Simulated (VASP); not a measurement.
# BaTiO3 (P1) in VASP: a series of runs

BaTiO3 is run at these levels: PBE, LDA+U; tasks: single point.

Program: VASP 6.6.1. These are calculated values, not measurements. Logs are shortened: lines on timing, memory, paths and dates and some standing lists are left out, and cuts for length are marked.

## Step 1: The cell of the first run

The typed cell holds 10 atoms: a = 4.004 Å, b = 5.655 Å, c = 5.670 Å, α = 90.00°, β = 90.21°, γ = 90.00°.

## Step 2: Single point, PBE

INCAR reads:

```
ALGO = Normal ; EDIFF = 1E-7
ENCUT = 520 ; GGA = PE
ISIF = 2 ; ISMEAR = -1
LASPH = T ; LCHARG = F
LREAL = F ; LWAVE = F
NBANDS = 51 ; NELM = 60
PREC = Accurate ; SIGMA = 0.05
```

KPOINTS reads:

```
k-points
0
Gamma
  3 2 2
```

POSCAR reads:

```
BaTiO3
1.0
   -2.8276681600     -1.6325549700     -2.3177316100
    2.8276681600     -4.8976649200      0.0000000000
   -2.8276681600     -1.6325549700      4.6354632200
Ba Ti O
2 2 6
Direct
    0.0157454600      0.9951067300      0.9732589900
    0.9842545400      0.5048932700      0.5267410100
    0.5038597100      0.9895382000      0.5036220000
    0.4681402900      0.5104618000      0.0243780000
    0.5305500000      0.2316233900      0.7331572700
    0.4862500000      0.7582766100      0.2399427300
    0.4792171100      0.7573442300      0.7334846100
    0.5375828900      0.2527557700      0.2396153900
    0.9908878400      0.0289311200      0.4795032700
    0.0461121600      0.4710688800      0.0036967300
```

Potentials or basis: VASP PAW PBE potentials, release 64 (Ba_sv, Ti_sv, O).

Started as:

```console
$ cat potpaw_PBE.64/Ba_sv/POTCAR potpaw_PBE.64/Ti_sv/POTCAR potpaw_PBE.64/O/POTCAR > POTCAR
$ mpirun -np 1 vasp_std > vasp.out
```

OUTCAR:

```text
EDIFF = 1E-7
   ENCUT = 520
   GGA = PE
   ISIF = 2
   ISMEAR = -1
   LASPH = T
   LREAL = F
   NELM = 60
   PREC = Accurate

 ion  position               nearest neighbor table
   1  0.016  0.995  0.973-   7 2.67  10 2.70   5 2.72   6 2.76   9 2.81   5 2.81   8 2.84   7 2.87
                             9 2.88   6 2.93   8 2.96  10 2.97   4 3.30   3 3.31   3 3.35   4 3.44
   2  0.984  0.505  0.527-   5 2.66   9 2.71   7 2.71  10 2.72   7 2.74   8 2.80   5 2.92   6 2.94
                             6 2.96   9 2.98  10 2.98   8 3.10   3 3.35   4 3.42   3 3.44   4 3.45
   3  0.504  0.990  0.504-   7 1.85   5 1.89   9 1.97   6 1.99   9 2.07   8 2.12   1 3.31   2 3.35
                             1 3.35   2 3.44   2 3.49   1 3.58   2 3.58   1 3.65
   4  0.468  0.510  0.024-  10 1.71   6 1.86   8 1.92   7 2.16   5 2.30  10 2.33   1 3.30   2 3.42
                             1 3.44   2 3.45   2 3.50   2 3.51   1 3.52   1 3.66
   5  0.531  0.232  0.733-   3 1.89   4 2.30   2 2.66   1 2.72   1 2.81   2 2.92
   6  0.486  0.758  0.240-   4 1.86   3 1.99   1 2.76   1 2.93   2 2.94   2 2.96
   7  0.479  0.757  0.733-   3 1.85   4 2.16   1 2.67   2 2.71   2 2.74   1 2.87
   8  0.538  0.253  0.240-   4 1.92   3 2.12   2 2.80   1 2.84   1 2.96   2 3.10
   9  0.991  0.029  0.480-   3 1.97   3 2.07   2 2.71   1 2.81   1 2.88   2 2.98
  10  0.046  0.471  0.004-   4 1.71   4 2.33   1 2.70   2 2.72   1 2.97   2 2.98

  LATTYP: Found a simple monoclinic cell.
 ALAT       =     4.0041007441
 B/A-ratio  =     1.4123861215
 C/A-ratio  =     1.4160386456
 COS(beta)  =    -0.0036478142

  Lattice vectors:

 A1 = (  -2.8276681600,  -1.6325549700,  -2.3177316100)
 A2 = (   2.8276681600,  -4.8976649200,   0.0000000000)
 A3 = (  -2.8276681600,  -1.6325549700,   4.6354632200)

Analysis of symmetry for initial positions (statically):
=====================================================================
 Subroutine PRICEL returns:
 Original cell was already a primitive cell.

 Routine SETGRP: Setting up the symmetry group for a
 simple monoclinic supercell.

 Subroutine GETGRP returns: Found  1 space group operations
 (whereof  1 operations were pure point group operations)
 out of a pool of  4 trial point group operations.

The static configuration has the point symmetry C_1 .

Analysis of symmetry for dynamics (positions and initial velocities):
=====================================================================
 Subroutine PRICEL returns:
 Original cell was already a primitive cell.

 Routine SETGRP: Setting up the symmetry group for a
 simple monoclinic supercell.

 Subroutine GETGRP returns: Found  1 space group operations
 (whereof  1 operations were pure point group operations)
 out of a pool of  4 trial point group operations.

The dynamic configuration has the point symmetry C_1 .

 Subroutine INISYM returns: Found  1 space group operations
 (whereof  1 operations are pure point group operations),
 and found     1 'primitive' translations

----------------------------------------------------------------------------------------

                                     Primitive cell

  volume of cell :     128.3928

  direct lattice vectors                    reciprocal lattice vectors
    -2.827668160 -1.632554970 -2.317731610    -0.176824143 -0.102089467 -0.143818780
     2.827668160 -4.897664920  0.000000000     0.088412072 -0.153134200  0.000000000
    -2.827668160 -1.632554970  4.635463220    -0.088412072 -0.051044733  0.143818780

  length of vectors
     4.004100744  5.655336320  5.669961395     0.249745628  0.176824143  0.176369217

  position of ions in fractional coordinates (direct lattice)
     0.015745460  0.995106730  0.973258990
     0.984254540  0.504893270  0.526741010
     0.503859710  0.989538200  0.503622000
     0.468140290  0.510461800  0.024378000
     0.530550000  0.231623390  0.733157270
     0.486250000  0.758276610  0.239942730
     0.479217110  0.757344230  0.733484610
     0.537582890  0.252755770  0.239615390
     0.990887840  0.028931120  0.479503270
     0.046112160  0.471068880  0.003696730

  ion indices of the primitive-cell ions
   primitive index   ion index
                 1           1
                 2           2
                 3           3
                 4           4
                 5           5
                 6           6
                 7           7
                 8           8
                 9           9
                10          10

----------------------------------------------------------------------------------------

 KPOINTS: k-points

Automatic generation of k-mesh.
 Grid dimensions read from file:
 generate k-points for:    3    2    2

 Generating k-lattice:

  Cartesian coordinates                     Fractional coordinates (reciprocal lattice)
    -0.058941381 -0.034029822 -0.047939593     0.333333333  0.000000000 -0.000000000
     0.044206036 -0.076567100  0.000000000     0.000000000  0.500000000  0.000000000
    -0.044206036 -0.025522367  0.071909390    -0.000000000  0.000000000  0.500000000

  Length of vectors
     0.083248543  0.088412072  0.088184609

  Shift w.r.t. Gamma in fractional coordinates (k-lattice)
     0.000000000  0.000000000  0.000000000

 Subroutine IBZKPT returns following result:
 ===========================================

 Found      8 irreducible k-points:

 Following reciprocal coordinates:
            Coordinates               Weight
  0.000000  0.000000  0.000000      1.000000
  0.333333  0.000000  0.000000      2.000000
  0.000000  0.500000  0.000000      1.000000
  0.333333  0.500000  0.000000      2.000000
  0.000000  0.000000  0.500000      1.000000
  0.333333  0.000000  0.500000      2.000000
  0.000000  0.500000  0.500000      1.000000
  0.333333  0.500000  0.500000      2.000000
   k-points           NKPTS =      8   k-points in BZ     NKDIM =      8   number of bands    NBANDS=     51
   number of dos      NEDOS =    301   number of ions     NIONS =     10
   total plane-waves  NPLWV =  52920
   dimension x,y,z NGX =    30 NGY =   42 NGZ =   42
   dimension x,y,z NGXF=    60 NGYF=   84 NGZF=   84
   ions per type =               2   2   6
   NGX,Y,Z   is equivalent  to a cutoff of  12.46, 12.35, 12.31 a.u.
   NGXF,Y,Z  is equivalent  to a cutoff of  24.91, 24.69, 24.63 a.u.
 SYSTEM =  unknown system
   PREC   = accura    normal or accurate (medium, high low for compatibility)
   ISTART =      0    job   : 0-new  1-cont  2-samecut
   ICHARG =      2    charge: 1-file 2-atom 10-const
   ISPIN  =      1    spin polarized calculation?
   LNONCOLLINEAR =      F non collinear calculations
   LSORBIT =      F    spin-orbit coupling
   LASPH  =      T    aspherical Exc in radial PAW
   ENCUT  =  520.0 eV  38.22 Ry    6.18 a.u.   7.44 10.52 10.54*2*pi/ulx,y,z
   NELM   =     60;   NELMIN=  2; NELMDL= -5     # of ELM steps
   EDIFF  = 0.1E-06   stopping-criterion for ELM
   LREAL  =      F    real-space projection
   EDIFFG = 0.1E-05   stopping-criterion for IOM
   NSW    =      0    number of steps for IOM
   IBRION =     -1    ionic relax: 0-MD 1-quasi-New 2-CG
   NFREE  =      0    steps in history (QN), initial steepest desc. (CG)
   ISIF   =      2    stress and relaxation
   ISYM   =      2    0-nonsym 1-usesym 2-fastsym
   POTIM  = 0.5000    time-step for ionic-motion
   TEBEG  =    0.0;   TEEND  =   0.0 temperature during run
   PSTRESS=    0.0 pullay stress
   NELECT =      80.0000    total number of electrons
   NUPDOWN=      -1.0000    fix difference up-down
   EMIN   =  10.00;   EMAX   =-10.00  energy-range for DOS
   EFERMI =   0.00;   METHOD = LEGACY
   ISMEAR =    -1;   SIGMA  =   0.05  broadening in eV -4-tet -1-fermi 0-gaus
   EFERMI_NEDOS =   21; number of points for ismear=-14 and -15
   IALGO  =     38    algorithm
   IMIX   =      4    mixing-type and parameters
     AMIX     =   0.40;   BMIX     =  1.00
     AMIX_MAG =   1.60;   BMIX_MAG =  1.00
  volume/ion in A,a.u.               =      12.84        86.64
  Fermi-wavevector in a.u.,A,eV,Ry     =   1.398271  2.642349 26.601582  1.955161
  Thomas-Fermi vector in A             =   2.521445
   LORBIT       =      0    0 simple, 1 ext, 2 COOP (PROOUT), +10 PAW based schemes
   GGA     = PE    functional components
   LHFCALC =     F    Hartree Fock is set to
   AEXX    =    0.0000 exact exchange contribution
   IVDW    =     0    specifies the selected vdW correction
   LEPSILON=     F    determine dielectric tensor
   LRPA    =     F    only Hartree local field effects (RPA)
 non-spin polarized calculation
  energy-cutoff  :      520.00
  volume of cell :      128.39
 maximum number of plane-waves:      3500
 NGX is ok and might be reduce to    30
   NGX = 15   NGY = 21   NGZ = 21

 number of electron      80.0000016 magnetization

 Free energy of the ion-electron system (eV)
  ---------------------------------------------------
  ext. energy  EPLUGINS =         0.00000000
  ---------------------------------------------------
  free energy    TOTEN  =       -78.89754339 eV

  energy without entropy =      -78.89754339  energy(sigma->0) =      -78.89754339

 E-fermi :   5.1048     XC(G=0): -11.2163

 val. band max:        3.9227997469   @ k =   0.3333   0.0000   0.0000
 cond. band min:       6.2370833804   @ k =   0.0000   0.0000   0.0000
 fundamental gap:      2.3142836335
 Fermi energy:         5.1047779007

 k-point     1 :       0.0000    0.0000    0.0000
  band No.  band energies     occupation
      1     -52.4110      2.00000
      2     -52.3854      2.00000
      3     -28.8853      2.00000
      4     -28.7349      2.00000
      5     -28.7226      2.00000
      6     -28.6607      2.00000
[... 43 lines left out ...]
     50       8.9015      0.00000
     51       9.1907      0.00000
[... 376 lines left out ...]
     50      11.2142      0.00000
     51      11.3830      0.00000

------------------------ aborting loop because EDIFF is reached ----------------------------------------

  FORCE on cell =-STRESS in cart. coord.  units (eV):
  Direction    XX          YY          ZZ          XY          YZ          ZX
  --------------------------------------------------------------------------------------
  -------------------------------------------------------------------------------------
  Total        8.9753484      8.0161384      8.4967725      0.9136566     -0.4209744      1.3781258
  in kB      112.0008331    100.0311233    106.0288193     11.4012627     -5.2532200     17.1972422
  external PRESSURE =     106.0202586 kB  Pullay stress =       0.0000000 kB

 VOLUME and BASIS-vectors are now :
 -----------------------------------------------------------------------------
  energy-cutoff  :      520.00
  volume of cell :      128.39
      direct lattice vectors                 reciprocal lattice vectors
    -2.827668160 -1.632554970 -2.317731610    -0.176824143 -0.102089467 -0.143818780
     2.827668160 -4.897664920  0.000000000     0.088412072 -0.153134200  0.000000000
    -2.827668160 -1.632554970  4.635463220    -0.088412072 -0.051044733  0.143818780

 POSITION                                       TOTAL-FORCE (eV/Angst)
 -----------------------------------------------------------------------------------
      0.01726     -6.48830      4.47501         0.200747     -0.863432      1.285642
     -2.84492     -4.93958      0.16045         0.009617      0.974827     -0.985114
     -0.05074     -6.49120      1.16671         1.497497     -2.078156     -0.550836
      0.05074     -3.30413     -0.97202        -3.173474      0.613935     -0.815312
     -2.91839     -3.19749      2.16885         0.737646     -0.487279      0.816105
      0.09072     -4.89933     -0.01475        -0.409216      0.298034     -0.477720
     -1.28760     -5.68902      2.28934        -1.427258      0.569014      0.171347
     -1.48295     -2.50673     -0.13524         1.351991     -0.311876     -0.218235
     -4.07597     -2.54219     -0.07389        -1.248147      0.826117     -0.350363
      1.19118     -2.38845     -0.08974         2.460597      0.458815      1.124486
 -----------------------------------------------------------------------------------
    total drift:                               -0.000092      0.000370      0.000944

  FREE ENERGIE OF THE ION-ELECTRON SYSTEM (eV)
  ---------------------------------------------------
  free  energy   TOTEN  =       -78.8975433896 eV

  energy  without entropy=      -78.8975433896  energy(sigma->0) =      -78.89754339
```

Wall time 2.2 min (1 thread of AMD EPYC 7R43 (Zen 3), shared host); peak memory 0.2 GiB.

What came out:

| Item | Value |
| --- | --- |
| Free energy | -78.8975 eV |
| Pressure | 10.6 GPa |
| Largest force | 3.334 eV/Å |
| Band gap on the k mesh | 2.31 eV, indirect (least direct gap 2.32 eV) |

Forces in eV/Å, atoms in the order of the input:
```
Ba   0.201 -0.863  1.286
Ba   0.010  0.975 -0.985
Ti   1.497 -2.078 -0.551
Ti  -3.173  0.614 -0.815
O    0.738 -0.487  0.816
O   -0.409  0.298 -0.478
O   -1.427  0.569  0.171
O    1.352 -0.312 -0.218
O   -1.248  0.826 -0.350
O    2.461  0.459  1.124
```

Levels at points of the mesh, in eV from the valence-band top:
| k point | band 38 | band 39 | band 40 | band 41 | band 42 | band 43 |
| --- | --- | --- | --- | --- | --- | --- |
| (0.00, 0.00, 0.00) | -0.31 | -0.20 | -0.01 | 2.31 | 2.50 | 2.57 |
| (0.00, 0.50, 0.00) | -0.67 | -0.32 | -0.16 | 2.74 | 3.01 | 3.22 |
| (0.00, 0.00, 0.50) | -0.65 | -0.44 | -0.43 | 2.90 | 3.00 | 3.19 |
| (0.00, 0.50, 0.50) | -0.96 | -0.76 | -0.32 | 2.60 | 2.63 | 3.66 |

Caveat: the k points lie up to 0.56 Å⁻¹ apart; spin-orbit coupling is left out, which moves the levels of the heavy elements; forces of over 1 eV/Å act on the atoms, so gaps and moduli don't describe the material at rest.

## Step 3: Single point, LDA+U

INCAR reads:

```
PREC = Accurate
ENCUT = 600
EDIFF = 1E-6
ISMEAR = -1
SIGMA = 0.05
LREAL = F
LASPH = T
NELM = 200
ALGO = Normal
ISIF = 2
LWAVE = F
LCHARG = F
LMAXMIX = 4
LDAU = T
LDAUTYPE = 2
LDAUL = -1 2 -1
LDAUU = 0 1 0
LDAUJ = 0 0 0
LDAUPRINT = 1
GGA = CA
NBANDS = 51
GGA_COMPAT = F
KPAR = 4
```

KPOINTS reads:

```
Automatic mesh
0
Gamma
  7 5 5
```

POSCAR is that of step 2.

Potentials or basis: VASP PAW LDA potentials, release 64 (Ba_sv, Ti_sv, O).

Started as:

```console
$ cat potpaw_LDA.64/Ba_sv/POTCAR potpaw_LDA.64/Ti_sv/POTCAR potpaw_LDA.64/O/POTCAR > POTCAR
$ mpirun -np 4 vasp_std > vasp.out
```

Wall time 3.1 min (4 MPI ranks of Intel Xeon Platinum 8375C at 2.90GHz (Ice Lake), shared host); peak memory 0.63 GiB.

Results (log left out):

* Free energy: -85.8538 eV
* Pressure: 0.4 GPa
* Largest force: 3.404 eV/Å
* Band gap on the k mesh: 2.25 eV, indirect (least direct gap 2.34 eV)

Forces in eV/Å, atoms in the order of the input:
```
Ba   0.231 -0.912  1.235
Ba  -0.030  1.010 -0.928
Ti   1.700 -2.099 -0.817
Ti  -3.157  0.650 -1.094
O    0.690 -0.473  0.848
O   -0.432  0.259 -0.367
O   -1.411  0.534  0.249
O    1.251 -0.287 -0.085
O   -1.347  0.858 -0.215
O    2.504  0.461  1.175
```

Stress tensor (GPa, compression positive):
```
 1.16  1.53  2.17
 1.53 -0.35 -0.25
 2.17 -0.25  0.45
```

Levels at points of the mesh, in eV from the valence-band top:
```tsv
k point	band 36	band 37	band 38	band 39	band 40	band 41	band 42	band 43	band 44	band 45
(0.00, 0.00, 0.00)	-1.04	-0.56	-0.40	-0.29	-0.09	2.25	2.43	2.51	3.80	3.94
```

Eigenvalues of the final occupation matrices:
| site | spin | trace | eigenvalues |
| --- | --- | --- | --- |
| site 3 d | 1 | 0.90 | 0.12 0.13 0.13 0.25 0.27 |
| site 3 d | 2 | 0.90 | 0.12 0.13 0.13 0.25 0.27 |
| site 4 d | 1 | 0.97 | 0.13 0.15 0.15 0.24 0.30 |
| site 4 d | 2 | 0.97 | 0.13 0.15 0.15 0.24 0.30 |

Caveat: spin-orbit coupling is left out, which moves the levels of the heavy elements; forces of over 1 eV/Å act on the atoms, so gaps and moduli don't describe the material at rest. A k mesh can miss the band edges.
